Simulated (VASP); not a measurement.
Here is a VASP 6.6.1 calculation.

INCAR

```
SYSTEM = Ta
ALGO = Normal ; EDIFF = 1E-6
ENCUT = 520 ; GGA = PE
ISIF = 2 ; ISMEAR = -1
LASPH = .True. ; LCHARG = .False.
LREAL = .False. ; LWAVE = .False.
NBANDS = 12 ; NELM = 80
PREC = Accurate ; SIGMA = 0.05
```

The input KPOINTS:

```
k-points
0
Gamma
  10 10 10
  0 0 0
```

The input POSCAR:

```
Ta
1.0
   -1.6512800000      1.6512800000      1.6182544000
    1.6512800000     -1.6512800000      1.6182544000
    1.6512800000      1.6512800000     -1.6182544000
Ta
1
Direct
    0.0000000000      0.0000000000      0.0000000000
```

Potentials or basis: VASP PAW PBE potentials, release 64 (Ta_pv).

The run is started by

```console
$ cat potpaw_PBE.64/Ta_pv/POTCAR > POTCAR
$ mpirun -np 1 vasp_std > vasp.out
```

(1) What does it give for the pressure?

## Answers

(1) 9.2 GPa.
